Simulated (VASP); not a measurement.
Cu: single point with PBE

Crystal: Cu.

```
CELL_PARAMETERS angstrom
-1.47326 1.47326 1.38198
1.47326 -1.47326 1.38198
2.94652 2.94652 0.00000
ATOMIC_POSITIONS crystal
Cu 0.08616 0.87498 0.00000
Cu 0.41384 0.62502 0.50000
```

This cell differs from its parent crystal: mode 1 frozen in at -0.440 Å and mode 5 at -0.054 Å (largest displacements).

```yaml
Program: VASP 6.6.1
Task: single point
Functional: PBE
Potentials_or_basis: VASP PAW PBE potentials, release 64 (Cu)
Cutoff: 520 eV
k_mesh: 20 × 20 × 12
Occupations: gaussian, width 0.15 eV
Spin: no spin polarisation
Dipole_correction: no
Further_INCAR_settings: ALGO = Fast; EDIFF = 1e-06; NBANDS = 18
```

* Pressure: 3.9 GPa
* Largest force: 0.541 eV/Å
* Band gap on the k mesh: zero (band 11 reaches 11.25 eV, above the bottom of band 12 at 5.53 eV)

Forces on the atoms (eV/Å):
```
Cu   0.380 -0.380  0.057
Cu  -0.380  0.380 -0.057
```

Stress tensor (GPa, compression positive):
```
 8.22 -0.97 -1.02
-0.97  8.22  1.02
-1.02  1.02 -4.87
```

Levels at points of the mesh, in eV from the Fermi level:
```
           k point  band 9  band 10  band 11  band 12  band 13  band 14
(0.00, 0.00, 0.00)   -2.25    -2.03    -1.58    -0.85     3.85    19.54
(0.50, 0.00, 0.00)   -1.68    -1.66    -0.24     1.16     7.20     7.63
(0.00, 0.50, 0.00)   -1.72    -1.56    -0.56     1.46     6.53     7.07
(0.50, 0.50, 0.00)   -1.55    -1.40     1.15     1.97     9.70     9.84
(0.00, 0.00, 0.50)   -1.99    -1.99    -1.86    -1.86    12.60    12.60
(0.50, 0.00, 0.50)   -1.68    -1.68     0.18     0.18     4.18     4.18
(0.00, 0.50, 0.50)   -1.69    -1.69     0.60     0.60     3.82     3.82
(0.50, 0.50, 0.50)   -1.47    -1.47     1.10     1.10     6.31     6.31
```

Run time: 8.9 min on 1 thread of Oxide Virtual Turin-like Processor, with other jobs on the host, peak memory 0.53 GiB.

Caveat: the cell differs from its parent crystal (mode 1 frozen in at -0.440 Å and mode 5 at -0.054 Å (largest displacements)).
